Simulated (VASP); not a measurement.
Runs of VASP 6.6.1 on TiO2 (Anatase). The structure is that of space group I4_1/amd (No. 141), or close to it. The cells are those of the table. 

```tsv
cell	gap on the mesh (eV)	pressure (GPa)	largest force (eV/Å)
a = 5.418 Å, angles 139.2, 139.2, 59.0°, 6 atoms	(a)	8.2	0.02
a = 5.484 Å, angles 139.6, 139.6, 58.4°, 6 atoms	2.10	4.3	0.02
a = 5.544 Å, angles 139.9, 139.9, 58.0°, 6 atoms	2.11	(b)	0.02
a = 5.601 Å, angles 140.2, 140.2, 57.6°, 6 atoms	2.11	-2.7	0.02
```

Alike in all rows: task single point; level PBE; potentials or basis VASP PAW PBE potentials, release 64 (Ti_sv, O); no spin polarisation; k mesh 10 × 10 × 10; cutoff (eV) 520; smearing gaussian 0.05 eV.

Problem. Estimate the missing entries.

Solution. (a) 2.08; (b) 0.7.

A k mesh can miss the band edges.
